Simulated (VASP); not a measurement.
# TaSi (anti NiAs type): single point with PBE

TaSi (anti NiAs type):

```
Si Ta
1.0
     3.09269    0.00000    0.00000
    -1.54634    2.67834    0.00000
     0.00000    0.00000    4.13584
Si Ta
2 2
Direct
  0.00000 0.00000 0.00000
  0.00000 0.00000 0.50000
  0.33333 0.66667 0.25000
  0.66667 0.33333 0.75000
```

```
Program             : VASP 6.6.1
Task                : single point
Functional          : PBE
Potentials or basis : VASP PAW PBE potentials, release 64 (Si, Ta_sv_GW)
Cutoff              : 500 eV
k mesh              : 12 × 12 × 7
Occupations         : fermi-dirac, width 0.1 eV
Spin                : no spin polarisation
```

The pressure is 431.2 GPa. The band gap on the k mesh is zero (bands 17 and 18 overlap by 4.93 eV).

Stress tensor (GPa, compression positive):
```
431.37   0.00   0.00
  0.00 431.37   0.00
  0.00   0.00 430.73
```

Levels at points of the mesh, in eV from the Fermi level:
| k point | band 15 | band 16 | band 17 | band 18 | band 19 | band 20 |
| --- | --- | --- | --- | --- | --- | --- |
| (0.00, 0.00, 0.00) | -3.93 | -3.93 | -3.23 | -3.16 | -1.25 | -1.25 |
| (0.50, 0.00, 0.00) | -3.27 | -1.02 | 1.72 | 2.22 | 2.23 | 3.17 |

Wall time 32 s on 1 thread of Intel(R) Xeon(R) Platinum 8559C (Emerald Rapids) (shared host), peak memory 0.18 GiB.

Caveat: the cell stands under pressure; spin-orbit coupling is left out, which moves the levels of the heavy elements.
